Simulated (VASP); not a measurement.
The system is InP.

```
In P
1.0
     0.00000    2.98798    2.98798
     2.98798    0.00000    2.98798
     2.98798    2.98798    0.00000
In P
1 1
Direct
  0.00000 0.00000 0.00000
  0.75000 0.75000 0.75000
```

This cell differs from its parent crystal: volume scaled by 1.06.

Program: VASP 6.6.1. Alike in all runs: task single point; no spin polarisation; cell as given; cutoff (eV) 520; smearing fermi-dirac 0.05 eV.

Order these runs on this cell by their band gap on the k mesh, lowest first.
A. level B3LYP; potentials or basis VASP PAW PBE potentials, release 64 (In_d, P); k mesh 4 × 4 × 4; grid for exact exchange (PRECFOCK) Normal
B. level PBE exchange alone; potentials or basis VASP PAW PBE potentials, release 64 (In_d, P); k mesh 8 × 8 × 8
C. level RPBE+D4; potentials or basis VASP PAW PBE potentials, release 64 (In_d, P); k mesh 8 × 8 × 8
D. level LDA; potentials or basis VASP PAW LDA potentials, release 64 (In_d, P); k mesh 8 × 8 × 8
E. level HSE06; potentials or basis VASP PAW PBE potentials, release 64 (In_d, P); k mesh 4 × 4 × 4; grid for exact exchange (PRECFOCK) Normal; screening parameter 0.2079 1/Å

D (0.19 eV), B (0.35 eV), C (0.53 eV), E (1.18 eV), A (1.47 eV).

Caveats: some runs use coarse meshes; spin-orbit coupling is left out, which moves the levels of the heavy elements.
